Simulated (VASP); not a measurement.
Write the native input for VASP 6.6.1 that does the following.

* Task: single point
* Functional: PBE
* Potentials or basis: VASP PAW PBE potentials, release 64 (Ru_pv, Cl)
* Cutoff: 520 eV
* k mesh: 10 × 6 × 1
* Occupations: gaussian, width 0.1 eV
* Spin: no spin polarisation
* Dipole correction: yes
* Further INCAR settings: ALGO = Normal; EDIFF = 1e-06; NBANDS = 54

The structure of Ru6Cl lies in POSCAR:

```
Ru6Cl
1.0
    2.7197977463      0.0000000000      0.0000000000
    0.0000000000      4.2966597637      0.0000000000
    0.0000000000      0.0000000000     20.8383397203
Ru Cl
6 1
Direct
    0.0000000000      0.7500000000      0.1919538722
    0.5000000000      0.2500000000      0.2296314412
    0.5000000000      0.7500000000      0.3049865789
    0.0000000000      0.2500000000      0.3407382299
    0.0000000000      0.7500000000      0.4168575065
    0.5000000000      0.2500000000      0.4481326174
    0.5000000000      0.3500000000      0.5552353023
```

One way to write it, as run:

INCAR

```
PREC     = Accurate       # precision mode
ENCUT    = 520            # plane-wave cutoff, eV
EDIFF    = 1E-6           # SCF threshold, eV
ISMEAR   = 0              # smearing method
SIGMA    = 0.1            # smearing width, eV
LREAL    = False          # projectors in reciprocal space
LASPH    = True           # aspherical terms in the spheres
NELM     = 80             # most SCF steps
ALGO     = Normal         # electronic algorithm
ISIF     = 2              # what is computed and relaxed
LWAVE    = False          # write WAVECAR
LCHARG   = False          # write CHGCAR
LDIPOL   = True         
IDIPOL   = 3            
DIPOL    = 0.5 0.5 0.355
GGA      = PE             # functional
NBANDS   = 54             # bands
```

KPOINTS

```
regular mesh
0
Gamma
  10 6 1
```

Potentials or basis: VASP PAW PBE potentials, release 64 (Ru_pv, Cl).

Command:

```sh
$ cat potpaw_PBE.64/Ru_pv/POTCAR potpaw_PBE.64/Cl/POTCAR > POTCAR
$ mpirun -np 1 vasp_std > vasp.out
```

Results of the run:

```json
{"Largest force": "1.082 eV/Å", "Band gap on the k mesh": "zero (an odd number of electrons rules out a gap without spin polarisation)"}
```

Caveat: an odd number of electrons without spin polarisation forces a metal; a magnetic or distorted state may lie lower.

It took 5.7 min on 1 thread of Intel(R) Xeon(R) 6975P-C (Granite Rapids), with other jobs on the host, peak memory 0.44 GiB.
